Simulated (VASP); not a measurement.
Here is a VASP 6.6.1 calculation.

INCAR

```
SYSTEM = AgCl
PREC = Accurate
ENCUT = 520
EDIFF = 1E-8
ISMEAR = -1
SIGMA = 0.01
LREAL = .False.
LASPH = .True.
NELM = 100
ALGO = Normal
ISIF = 2
LWAVE = .False.
LCHARG = .False.
GGA = PS
LEFG = .True.
NBANDS = 16
```

Contents of KPOINTS:

```
Automatic mesh
0
Gamma
  9 9 9
  0 0 0
```

POSCAR

```
AgCl
1.0
    0.0000000000      2.7454185000      2.7731500000
    2.7454185000      0.0000000000      2.7731500000
    2.7454185000      2.7454185000      0.0000000000
Ag Cl
1 1
Direct
    0.5000000000      0.5000000000      0.5000000000
    0.0000000000      0.0000000000      0.0000000000
```

Potentials or basis: VASP PAW PBE potentials, release 64 (Ag, Cl).

Launch:

```console
$ cat potpaw_PBE.64/Ag/POTCAR potpaw_PBE.64/Cl/POTCAR > POTCAR
$ mpirun -np 1 vasp_std > vasp.out
```

Problem. Estimate the pressure.

Solution. -1.8 GPa.

Problem. What does it give for the band gap on the k mesh?

Solution. 0.74 eV, indirect (least direct gap 3.06 eV).

Electric field gradients, principal values (V/Å²):
```csv
atom,least,middle,greatest (by size)
1 Ag,-2.991,-2.993,5.983
2 Cl,2.478,2.480,-4.958
```

Caveat: the cell differs from its parent crystal (equal xx and yy strain of -1 %); without QUAD_EFG the Cq values of the log hold for a quadrupole moment of 1 mb, not for the nuclei; the PAW data sets were made with another functional, which shifts forces and pressure a little. A k mesh can miss the band edges.
